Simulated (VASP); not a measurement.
Wanted: the native input for a VASP 6.6.1 run.

```
Task                   : single point
Functional             : PBE
Potentials or basis    : VASP PAW PBE potentials, release 64 (Ba_sv, Zr_sv, O)
Cutoff                 : 520 eV
k mesh                 : 6 × 6 × 6
Occupations            : fermi-dirac, width 0.05 eV
Spin                   : no spin polarisation
Dipole correction      : no
Further INCAR settings : ALGO = Normal; EDIFF = 1e-06; NBANDS = 28
```

The structure of BaZrO3 lies in POSCAR:

```
BaZrO3
1.0
    4.1057784409      0.0000000000      0.0000000000
    0.0000000000      4.1057784409      0.0000000000
    0.0000000000      0.0000000000      4.1057784409
Ba Zr O
1 1 3
Direct
    0.0000000000      0.0000000000      0.0000000000
    0.5000000000      0.5000000000      0.5000000000
    0.5000000000      0.5000000000      0.0000000000
    0.5000000000      0.0000000000      0.5000000000
    0.0000000000      0.5000000000      0.5000000000
```

One way to write it, as run:

INCAR

```
SYSTEM = BaZrO3
PREC = Accurate ; ENCUT = 520
EDIFF = 1E-6 ; ISMEAR = -1
SIGMA = 0.05 ; LREAL = .False.
LASPH = .True. ; NELM = 80
ALGO = Normal ; ISIF = 2
LWAVE = .False. ; LCHARG = .False.
GGA = PE ; NBANDS = 28
```

KPOINTS

```
regular mesh
0
Gamma
  6 6 6
  0 0 0
```

Potentials or basis: VASP PAW PBE potentials, release 64 (Ba_sv, Zr_sv, O).

Launch:

```console
$ cat potpaw_PBE.64/Ba_sv/POTCAR potpaw_PBE.64/Zr_sv/POTCAR potpaw_PBE.64/O/POTCAR > POTCAR
$ mpirun -np 1 vasp_std > vasp.out
```

It gave:

```json
{
 "Pressure": "17.2 GPa",
 "Band gap on the k mesh": "3.32 eV, indirect (least direct gap 3.46 eV)"
}
```

Caveat: spin-orbit coupling is left out, which moves the levels of the heavy elements.

Run time: 12 s on 1 thread of Intel(R) Xeon(R) 6975P-C (Granite Rapids), with other jobs on the host, peak memory 0.2 GiB.
